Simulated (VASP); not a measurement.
Wanted: the native input for a VASP 6.6.1 run.

```
Task                   : single point
Functional             : PBE
Potentials or basis    : VASP PAW PBE potentials, release 64 (Ti_sv, B)
Cutoff                 : 500 eV
k mesh                 : 9 × 9 × 7
Occupations            : fermi-dirac, width 0.15 eV
Spin                   : no spin polarisation
Dipole correction      : no
Further INCAR settings : ALGO = Normal; EDIFF = 1e-06; NBANDS = 16
```

The structure of TiB2 lies in POSCAR:

```
TiB2
1.0
    3.0292000000      0.0000000000      0.0000000000
   -1.5146000000      2.6233641531      0.0000000000
    0.0000000000      0.0000000000      3.2284000000
Ti B
1 2
Direct
    0.0000000000      0.0000000000      0.0000000000
    0.3333333333      0.6666666667      0.5000000000
    0.6666666667      0.3333333333      0.5000000000
```

These files were run (other wordings do the same):

INCAR

```
PREC = Accurate
ENCUT = 500
EDIFF = 1E-6
ISMEAR = -1
SIGMA = 0.15
LREAL = F
LASPH = T
NELM = 120
ALGO = Normal
ISIF = 2
LWAVE = F
LCHARG = F
GGA = PE
NBANDS = 16
GGA_COMPAT = F
```

KPOINTS

```
regular mesh
0
Gamma
  9 9 7
```

Potentials or basis: VASP PAW PBE potentials, release 64 (Ti_sv, B).

Command:

```sh
$ cat potpaw_PBE.64/Ti_sv/POTCAR potpaw_PBE.64/B/POTCAR > POTCAR
$ mpirun -np 1 vasp_std > vasp.out
```

It gave:

| Item | Value |
| --- | --- |
| Pressure | 0.6 GPa |
| Band gap on the k mesh | zero (band 9 reaches 10.42 eV, above the bottom of band 10 at 9.89 eV) |

It took 29 s on 1 thread of Intel Xeon 8259CL (shared host), peak memory 0.15 GiB.
